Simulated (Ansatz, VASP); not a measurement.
One calculation of CsCl, two programs

```
Cs Cl
1.0
     4.06535    0.00000    0.00000
     0.00000    4.06535    0.00000
     0.00000    0.00000    4.06535
Cs Cl
1 1
Direct
  0.00000 0.00000 0.00000
  0.50000 0.50000 0.50000
```

Alike in both runs: functional PBEsol; k mesh 6 × 6 × 6; occupations fermi-dirac, width 0.005 eV; no spin polarisation.

Ansatz relaxed the structure, and its values are those at the end. VASP's run is a single point on that final structure, the one shown.

|  | VASP | Ansatz |
| --- | --- | --- |
| version | VASP 6.6.1 | Ansatz 0.2.0 |
| potentials or method | VASP PAW PBE potentials, release 64 (Cs_sv, Cl) | PAW with Ansatz's default frozen-core files, scalar-relativistic |
| plane-wave cutoff (eV) | 500 | 420 |
| valence electrons in the cell | 16 | 16 |

|  | VASP | Ansatz | Ansatz less VASP |
| --- | --- | --- | --- |
| pressure (GPa) | 0.1 | 0.0 | -0.04 |

VASP's potentials were made for PBE, not for PBEsol.

Neither program's run includes spin-orbit coupling.
